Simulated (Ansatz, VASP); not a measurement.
Cr: VASP beside Ansatz

```
CELL_PARAMETERS angstrom
3.13730 0.00000 0.00000
0.00000 3.13730 0.00000
0.00000 0.00000 3.13730
ATOMIC_POSITIONS crystal
Cr 0.00000 0.00000 0.00000
Cr 0.50000 0.50000 0.50000
```

Change from the starting cell: volume scaled by 1.18, PAW files.

Alike in both runs: task single point; functional PBE; k mesh 11 × 11 × 11; occupations fermi-dirac, width 0.05 eV; collinear spin.

|  | VASP | Ansatz |
| --- | --- | --- |
| version | VASP 6.6.1 | Ansatz 0.2.0 |
| potentials or method | VASP PAW PBE potentials, release 64 (Cr_pv) | PAW with Ansatz's default frozen-core files, scalar-relativistic |
| plane-wave cutoff (eV) | 520 | 420 |
| valence electrons in the cell | 24 | 28 |

```tsv
	VASP	Ansatz	Ansatz less VASP
pressure (GPa)	-19.8	-20.3	-0.52
net moment per atom (μB)	0.00	0.00	0.000
size of the moment on the site where the two differ most (μB)	2.68	2.59	-0.086
```

Site moments also hang on the region over which each program counts them. The functional is the same, so the differences come from potentials, cutoffs and numerics. VASP's potentials hold 24 valence electrons a cell and Ansatz's 28, so a difference there can come from the potentials and not from the codes.
